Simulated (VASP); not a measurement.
# Sn (I4_1/amd) in VASP: a series of runs

The runs below take Sn through single point, with PBE, revPBE+D4.

Program: VASP 6.6.1. These are calculated values, not measurements. Logs are shortened: lines on timing, memory, paths and dates and some standing lists are left out, and cuts for length are marked.

## Step 1: The cell of the first run

It takes space group I4_1/amd (No. 141, tetragonal). Conventional cell: a = 5.880 Å, b = 5.880 Å, c = 3.199 Å, α = 90.00°, β = 90.00°, γ = 90.00°. Sn (site symmetry -4m2) has 10 Sn at 3.05 to 3.79 Å within 4.0 Å.

## Step 2: Single point, PBE

INCAR

```
SYSTEM = Sn
PREC = Accurate
ENCUT = 520
EDIFF = 1E-6
ISMEAR = -1
SIGMA = 0.02
LREAL = .FALSE.
LASPH = .TRUE.
NELM = 100
ALGO = Normal
ISIF = 2
LWAVE = .FALSE.
LCHARG = .FALSE.
GGA = PE
NBANDS = 21
```

KPOINTS

```
regular mesh
0
G
  4 4 4
  0 0 0
```

POSCAR

```
Sn
1.0
   -2.9401404553      2.9401404553      1.5993019889
    2.9401404553     -2.9401404553      1.5993019889
    2.9401404553      2.9401404553     -1.5993019889
Sn
2
Direct
    0.0000000000      0.0000000000      0.0000000000
    0.7500000000      0.2500000000      0.5000000000
```

Potentials or basis: VASP PAW PBE potentials, release 64 (Sn_d).

Run with:

```
$ cat potpaw_PBE.64/Sn_d/POTCAR > POTCAR
$ mpirun -np 1 vasp_std > vasp.out
```

OUTCAR:

```text
SYSTEM = Sn
   PREC = Accurate
   ENCUT = 520
   EDIFF = 1E-6
   ISMEAR = -1
   LREAL = .FALSE.
   LASPH = .TRUE.
   NELM = 100
   ISIF = 2
   GGA = PE

 ion  position               nearest neighbor table
   1  0.000  0.000  0.000-   2 3.05   2 3.05   2 3.05   2 3.05
   2  0.750  0.250  0.500-   1 3.05   1 3.05   1 3.05   1 3.05

  LATTYP: Found a body centered tetragonal cell.
 ALAT       =     5.8802809106
 C/A-ratio  =     0.5439542815

  Lattice vectors:

 A1 = (  -2.9401404553,   2.9401404553,   1.5993019889)
 A2 = (   2.9401404553,  -2.9401404553,   1.5993019889)
 A3 = (   2.9401404553,   2.9401404553,  -1.5993019889)

Analysis of symmetry for initial positions (statically):
=====================================================================
 Subroutine PRICEL returns:
 Original cell was already a primitive cell.

 Routine SETGRP: Setting up the symmetry group for a
 body centered tetragonal supercell.

 Subroutine GETGRP returns: Found 16 space group operations
 (whereof  8 operations were pure point group operations)
 out of a pool of 16 trial point group operations.

The static configuration has the point symmetry D_2d.
 The point group associated with its full space group is D_4h.

Analysis of symmetry for dynamics (positions and initial velocities):
=====================================================================
 Subroutine PRICEL returns:
 Original cell was already a primitive cell.

 Routine SETGRP: Setting up the symmetry group for a
 body centered tetragonal supercell.

 Subroutine GETGRP returns: Found 16 space group operations
 (whereof  8 operations were pure point group operations)
 out of a pool of 16 trial point group operations.

The dynamic configuration has the point symmetry D_2d.
 The point group associated with its full space group is D_4h.

 Subroutine INISYM returns: Found 16 space group operations
 (whereof  8 operations are pure point group operations),
 and found     1 'primitive' translations

----------------------------------------------------------------------------------------

                                     Primitive cell

  volume of cell :      55.3002

  direct lattice vectors                    reciprocal lattice vectors
    -2.940140455  2.940140455  1.599301989     0.000000000  0.170059903  0.312636390
     2.940140455 -2.940140455  1.599301989     0.170059903  0.000000000  0.312636390
     2.940140455  2.940140455 -1.599301989     0.170059903  0.170059903  0.000000000

  length of vectors
     4.454954393  4.454954393  4.454954393     0.355895888  0.355895888  0.240501021

  position of ions in fractional coordinates (direct lattice)
     0.000000000  0.000000000  0.000000000
     0.750000000  0.250000000  0.500000000

  ion indices of the primitive-cell ions
   primitive index   ion index
                 1           1
                 2           2

----------------------------------------------------------------------------------------

 KPOINTS: regular mesh

Automatic generation of k-mesh.
 Grid dimensions read from file:
 generate k-points for:    4    4    4

 Generating k-lattice:

  Cartesian coordinates                     Fractional coordinates (reciprocal lattice)
     0.000000000  0.042514976  0.078159097     0.250000000 -0.000000000  0.000000000
     0.042514976  0.000000000  0.078159097    -0.000000000  0.250000000  0.000000000
     0.042514976  0.042514976  0.000000000     0.000000000  0.000000000  0.250000000

  Length of vectors
     0.088973972  0.088973972  0.060125255

  Shift w.r.t. Gamma in fractional coordinates (k-lattice)
     0.000000000  0.000000000  0.000000000

 Subroutine IBZKPT returns following result:
 ===========================================

 Found     13 irreducible k-points:

 Following reciprocal coordinates:
            Coordinates               Weight
  0.000000  0.000000  0.000000      1.000000
  0.250000 -0.000000  0.000000      8.000000
  0.500000 -0.000000  0.000000      4.000000
  0.250000  0.250000  0.000000      8.000000
  0.500000  0.250000  0.000000     16.000000
 -0.250000  0.250000  0.000000      4.000000
  0.500000  0.500000  0.000000      2.000000
  0.250000  0.250000  0.250000      2.000000
 -0.250000  0.250000  0.250000      4.000000
  0.500000  0.500000  0.250000      4.000000
 -0.250000  0.500000  0.250000      8.000000
 -0.250000 -0.250000  0.250000      2.000000
  0.500000  0.500000  0.500000      1.000000
   k-points           NKPTS =     13   k-points in BZ     NKDIM =     13   number of bands    NBANDS=     21
   number of dos      NEDOS =    301   number of ions     NIONS =      2
   total plane-waves  NPLWV =  46656
   dimension x,y,z NGX =    36 NGY =   36 NGZ =   36
   dimension x,y,z NGXF=    72 NGYF=   72 NGZF=   72
   ions per type =               2
   NGX,Y,Z   is equivalent  to a cutoff of  13.43, 13.43, 13.43 a.u.
   NGXF,Y,Z  is equivalent  to a cutoff of  26.87, 26.87, 26.87 a.u.
 SYSTEM =  Sn
   PREC   = accura    normal or accurate (medium, high low for compatibility)
   ISTART =      0    job   : 0-new  1-cont  2-samecut
   ICHARG =      2    charge: 1-file 2-atom 10-const
   ISPIN  =      1    spin polarized calculation?
   LNONCOLLINEAR =      F non collinear calculations
   LSORBIT =      F    spin-orbit coupling
   LASPH  =      T    aspherical Exc in radial PAW
   ENCUT  =  520.0 eV  38.22 Ry    6.18 a.u.   8.28  8.28  8.28*2*pi/ulx,y,z
   NELM   =    100;   NELMIN=  2; NELMDL= -5     # of ELM steps
   EDIFF  = 0.1E-05   stopping-criterion for ELM
   LREAL  =      F    real-space projection
[... 7 lines left out ...]
   TEBEG  =    0.0;   TEEND  =   0.0 temperature during run
   PSTRESS=    0.0 pullay stress
   NELECT =      28.0000    total number of electrons
   NUPDOWN=      -1.0000    fix difference up-down
   EMIN   =  10.00;   EMAX   =-10.00  energy-range for DOS
   EFERMI =   0.00;   METHOD = LEGACY
   ISMEAR =    -1;   SIGMA  =   0.02  broadening in eV -4-tet -1-fermi 0-gaus
   EFERMI_NEDOS =   21; number of points for ismear=-14 and -15
   IALGO  =     38    algorithm
   IMIX   =      4    mixing-type and parameters
     AMIX     =   0.40;   BMIX     =  1.00
     AMIX_MAG =   1.60;   BMIX_MAG =  1.00
  volume/ion in A,a.u.               =      27.65       186.59
  Fermi-wavevector in a.u.,A,eV,Ry     =   1.304824  2.465760 23.164816  1.702566
  Thomas-Fermi vector in A             =   2.435734
   LORBIT       =      0    0 simple, 1 ext, 2 COOP (PROOUT), +10 PAW based schemes
   GGA     = PE    functional components
   LHFCALC =     F    Hartree Fock is set to
   AEXX    =    0.0000 exact exchange contribution
   IVDW    =     0    specifies the selected vdW correction
   LEPSILON=     F    determine dielectric tensor
   LRPA    =     F    only Hartree local field effects (RPA)
 non-spin polarized calculation
  energy-cutoff  :      520.00
  volume of cell :       55.30
 maximum number of plane-waves:      1501
 NGX is ok and might be reduce to    36
   NGX = 17   NGY = 17   NGZ = 17

 number of electron      27.9999989 magnetization

 Free energy of the ion-electron system (eV)
  ---------------------------------------------------
  ext. energy  EPLUGINS =         0.00000000
  ---------------------------------------------------
  free energy    TOTEN  =        -7.51384395 eV

  energy without entropy =       -7.51197822  energy(sigma->0) =       -7.51291109

 E-fermi :   7.6971     XC(G=0): -10.2264

 val. band max:        7.6965272947   @ k =  -0.2500   0.2500   0.2500
 cond. band min:       8.1551377086   @ k =  -0.2500  -0.2500   0.2500
 fundamental gap:      0.4586104139
 Fermi energy:         7.6971102809

 k-point     1 :       0.0000    0.0000    0.0000
  band No.  band energies     occupation
      1     -13.9178      2.00000
      2     -13.8295      2.00000
      3     -13.7954      2.00000
      4     -13.7768      2.00000
      5     -13.6377      2.00000
      6     -13.6377      2.00000
[... 13 lines left out ...]
     20      17.4868      0.00000
     21      18.1605      0.00000

 k-point     2 :       0.2500   -0.0000    0.0000
  band No.  band energies     occupation
      1     -13.8830      2.00000
      2     -13.7606      2.00000
      3     -13.7480      2.00000
      4     -13.7105      2.00000
      5     -13.6904      2.00000
      6     -13.6522      2.00000
[... 13 lines left out ...]
     20      14.8892      0.00000
     21      16.3007      0.00000

 k-point     3 :       0.5000   -0.0000    0.0000
  band No.  band energies     occupation
      1     -13.8440      2.00000
      2     -13.7723      2.00000
      3     -13.7563      2.00000
      4     -13.7186      2.00000
      5     -13.6931      2.00000
      6     -13.6849      2.00000
[... 13 lines left out ...]
     20      17.2292      0.00000
     21      17.5616      0.00000

 k-point     4 :       0.2500    0.2500    0.0000
  band No.  band energies     occupation
      1     -13.8560      2.00000
      2     -13.7678      2.00000
      3     -13.7287      2.00000
      4     -13.7183      2.00000
      5     -13.7099      2.00000
      6     -13.6670      2.00000
[... 13 lines left out ...]
     20      16.1067      0.00000
     21      16.6797      0.00000

 k-point     5 :       0.5000    0.2500    0.0000
  band No.  band energies     occupation
      1     -13.8274      2.00000
      2     -13.7657      2.00000
      3     -13.7596      2.00000
      4     -13.7139      2.00000
      5     -13.7005      2.00000
      6     -13.6438      2.00000
[... 13 lines left out ...]
     20      16.7252      0.00000
     21      17.5752      0.00000

 k-point     6 :      -0.2500    0.2500    0.0000
  band No.  band energies     occupation
      1     -13.8702      2.00000
      2     -13.8355      2.00000
      3     -13.8018      2.00000
      4     -13.7568      2.00000
      5     -13.6644      2.00000
      6     -13.6197      2.00000
[... 13 lines left out ...]
     20      17.5849      0.00000
     21      17.6931      0.00000

 k-point     7 :       0.5000    0.5000    0.0000
  band No.  band energies     occupation
      1     -13.8316      2.00000
      2     -13.8316      2.00000
      3     -13.7573      2.00000
      4     -13.7573      2.00000
      5     -13.6706      2.00000
      6     -13.6706      2.00000
[... 13 lines left out ...]
     20      17.2070      0.00000
     21      18.4427      0.00000

 k-point     8 :       0.2500    0.2500    0.2500
  band No.  band energies     occupation
      1     -13.8202      2.00000
      2     -13.8202      2.00000
      3     -13.7494      2.00000
      4     -13.7494      2.00000
      5     -13.6588      2.00000
      6     -13.6588      2.00000
[... 13 lines left out ...]
     20      14.4690      0.00000
     21      15.0731      0.00000

 k-point     9 :      -0.2500    0.2500    0.2500
  band No.  band energies     occupation
      1     -13.8519      2.00000
      2     -13.8190      2.00000
      3     -13.8122      2.00000
      4     -13.7279      2.00000
      5     -13.6442      2.00000
      6     -13.6345      2.00000
[... 13 lines left out ...]
     20      18.6559      0.00000
     21      18.6647      0.00000

 k-point    10 :       0.5000    0.5000    0.2500
  band No.  band energies     occupation
      1     -13.8398      2.00000
      2     -13.8398      2.00000
      3     -13.7204      2.00000
      4     -13.7204      2.00000
      5     -13.6637      2.00000
      6     -13.6637      2.00000
[... 13 lines left out ...]
     20      18.5151      0.00000
     21      18.9761      0.00000

 k-point    11 :      -0.2500    0.5000    0.2500
  band No.  band energies     occupation
      1     -13.8156      2.00000
      2     -13.7701      2.00000
      3     -13.7105      2.00000
      4     -13.7052      2.00000
      5     -13.6741      2.00000
      6     -13.6550      2.00000
[... 13 lines left out ...]
     20      17.9849      0.00000
     21      18.6404      0.00000

 k-point    12 :      -0.2500   -0.2500    0.2500
  band No.  band energies     occupation
      1     -13.8517      2.00000
      2     -13.7410      2.00000
      3     -13.7410      2.00000
      4     -13.7306      2.00000
      5     -13.6819      2.00000
      6     -13.6819      2.00000
[... 13 lines left out ...]
     20      18.5154      0.00000
     21      18.5154      0.00000

 k-point    13 :       0.5000    0.5000    0.5000
  band No.  band energies     occupation
      1     -13.8437      2.00000
      2     -13.8437      2.00000
      3     -13.6632      2.00000
      4     -13.6632      2.00000
      5     -13.6551      2.00000
      6     -13.6551      2.00000
[... 13 lines left out ...]
     20      20.2175      0.00000
     21      20.7690      0.00000

------------------------ aborting loop because EDIFF is reached ----------------------------------------

  FORCE on cell =-STRESS in cart. coord.  units (eV):
  Direction    XX          YY          ZZ          XY          YZ          ZX
  --------------------------------------------------------------------------------------
  -------------------------------------------------------------------------------------
  Total       -0.1226591     -0.1226591      1.4578176      0.0000000      0.0000000     -0.0000000
  in kB       -3.5537231     -3.5537231     42.2364243      0.0000000      0.0000000     -0.0000000
  external PRESSURE =      11.7096594 kB  Pullay stress =       0.0000000 kB

 VOLUME and BASIS-vectors are now :
 -----------------------------------------------------------------------------
  energy-cutoff  :      520.00
  volume of cell :       55.30
      direct lattice vectors                 reciprocal lattice vectors
    -2.940140455  2.940140455  1.599301989     0.000000000  0.170059903  0.312636390
     2.940140455 -2.940140455  1.599301989     0.170059903  0.000000000  0.312636390
     2.940140455  2.940140455 -1.599301989     0.170059903  0.170059903  0.000000000

 POSITION                                       TOTAL-FORCE (eV/Angst)
 -----------------------------------------------------------------------------------
      0.00000      0.00000      0.00000        -0.000000     -0.000000      0.000000
      0.00000      2.94014      0.79965         0.000000      0.000000     -0.000000
 -----------------------------------------------------------------------------------
    total drift:                               -0.000000      0.000000     -0.000000

  FREE ENERGIE OF THE ION-ELECTRON SYSTEM (eV)
  ---------------------------------------------------
  free  energy   TOTEN  =        -7.5138439533 eV

  energy  without entropy=       -7.5119782184  energy(sigma->0) =       -7.51291109
```

It took 6.2 s on 1 thread of Intel Xeon 6975P-C (Granite Rapids), shared host; peak memory 0.19 GiB.

Results:

* Free energy: -7.5138 eV
* Pressure: 1.2 GPa
* Band gap on the k mesh: zero (band 14 reaches 8.32 eV, above the bottom of band 15 at 6.43 eV)

Stress tensor (GPa, compression positive):
```
-0.36  0.00  0.00
 0.00 -0.36  0.00
 0.00  0.00  4.22
```

Caveat: the k points lie up to 0.56 Å⁻¹ apart; spin-orbit coupling is left out, which moves the levels of the heavy elements.

## Step 3: Single point, revPBE+D4

This run uses another cell than the first one, of 27.10 Å³/atom, 0.980 times its volume.

INCAR

```
ALGO = Normal
EDIFF = 1E-6
ENCUT = 520
GGA = RE
ISIF = 2
ISMEAR = -1
IVDW = 13
LASPH = True
LCHARG = True
LELF = True
LREAL = False
LVHAR = True
LWAVE = False
NBANDS = 21
NELM = 100
PREC = Accurate
SIGMA = 0.05
```

KPOINTS

```
k-points
0
Gamma
  9 9 9
```

POSCAR

```
Sn
1.0
   -2.9260861967      2.9260861967      1.5825146804
    2.9260861967     -2.9260861967      1.5825146804
    2.9260861967      2.9260861967     -1.5825146804
Sn
2
Direct
    0.0000000000      0.0000000000      0.0000000000
    0.7500000000      0.2500000000      0.5000000000
```

Potentials or basis: VASP PAW PBE potentials, release 64 (Sn_d).

Run with:

```
$ cat potpaw_PBE.64/Sn_d/POTCAR > POTCAR
$ mpirun -np 1 vasp_std > vasp.out
```

Run time: 28 s. Hardware: 1 thread of Intel Xeon 6975P-C (Granite Rapids), shared host; peak memory 0.23 GiB.

Results (log left out):

* Free energy: -8.2352 eV
* Pressure: 0.0 GPa
* Band gap on the k mesh: zero (band 14 reaches 9.30 eV, above the bottom of band 15 at 5.27 eV)
* Dispersion energy per atom: -0.644 eV

Levels at points of the mesh, in eV from the Fermi level:
```tsv
k point	band 11	band 12	band 13	band 14	band 15	band 16	band 17	band 18
(0.00, 0.00, 0.00)	-11.16	-3.69	-2.03	-2.03	2.90	6.17	6.17	6.97
```

Caveat: the PAW data sets were made with another functional, which shifts forces and pressure a little; spin-orbit coupling is left out, which moves the levels of the heavy elements; pairwise dispersion overbinds metals, which lowers pressure and volume.

## Step 4: Single point, PBE

INCAR

```
SYSTEM = Sn
PREC     = Accurate       ! precision mode
ENCUT    = 520            ! plane-wave cutoff, eV
EDIFF    = 1E-6           ! SCF threshold, eV
ISMEAR   = 0              ! smearing method
SIGMA    = 0.012          ! smearing width, eV
LREAL    = .FALSE.        ! projectors in reciprocal space
LASPH    = .TRUE.         ! aspherical terms in the spheres
NELM     = 100            ! most SCF steps
ALGO     = Fast           ! electronic algorithm
ISIF     = 2              ! what is computed and relaxed
LWAVE    = .FALSE.        ! write WAVECAR
LCHARG   = .FALSE.        ! write CHGCAR
GGA      = PE             ! functional
NBANDS   = 21             ! bands
```

KPOINTS

```
Automatic mesh
0
G
  9 9 9
  0 0 0
```

POSCAR

```
Sn
1.0
   -2.9401404553      2.9401404553      1.5993019889
    2.9401404553     -2.9401404553      1.5993019889
    2.9401404553      2.9401404553     -1.5993019889
Sn
2
Direct
    0.0000000000      0.0000000000      0.0000000000
    0.7500000000      0.2500000000      0.5000000000
```

Run with:

```
$ cat potpaw_PBE.64/Sn_d/POTCAR > POTCAR
$ mpirun -np 1 vasp_std > vasp.out
```

It took 36 s on 1 thread of Intel Xeon 6975P-C (Granite Rapids), shared host; peak memory 0.24 GiB.

It converged, with:

```yaml
Free_energy: -7.5970 eV
Pressure: 1.4 GPa
Band_gap_on_the_k_mesh: zero (band 14 reaches 8.97 eV, above the bottom of band 15 at 5.01 eV)
```

Stress tensor (GPa, compression positive):
```
1.51 0.00 0.00
0.00 1.51 0.00
0.00 0.00 1.10
```

Levels at points of the mesh, in eV from the Fermi level:
```tsv
k point	band 11	band 12	band 13	band 14	band 15	band 16	band 17	band 18
(0.00, 0.00, 0.00)	-11.00	-3.71	-1.94	-1.94	2.99	6.12	6.12	6.74
```

Caveat: spin-orbit coupling is left out, which moves the levels of the heavy elements.

## Step 5: The runs side by side

| level | cell | k mesh | smearing | gap on the mesh (eV) | pressure (GPa) |
| --- | --- | --- | --- | --- | --- |
| PBE | a = 4.455 Å, angles 97.4, 97.4, 137.9°, 2 atoms | 4 × 4 × 4 | fermi-dirac 0.02 eV | none | 1.2 |
| revPBE+D4 | a = 4.430 Å, angles 97.3, 97.3, 138.1°, 2 atoms | 9 × 9 × 9 | fermi-dirac 0.05 eV | none | 0.0 |
| PBE | a = 4.455 Å, angles 97.4, 97.4, 137.9°, 2 atoms | 9 × 9 × 9 | gaussian 0.012 eV | none | 1.4 |

Alike in all rows: task single point; potentials or basis VASP PAW PBE potentials, release 64 (Sn_d); no spin polarisation; cutoff (eV) 520.

Caveats: some runs use coarse meshes; spin-orbit coupling is left out, which moves the levels of the heavy elements; the PAW data sets were made with another functional, which shifts forces and pressure a little (some runs); pairwise dispersion overbinds metals, which lowers pressure and volume (some runs).

Absolute energies hang on the potentials; compare differences alone.
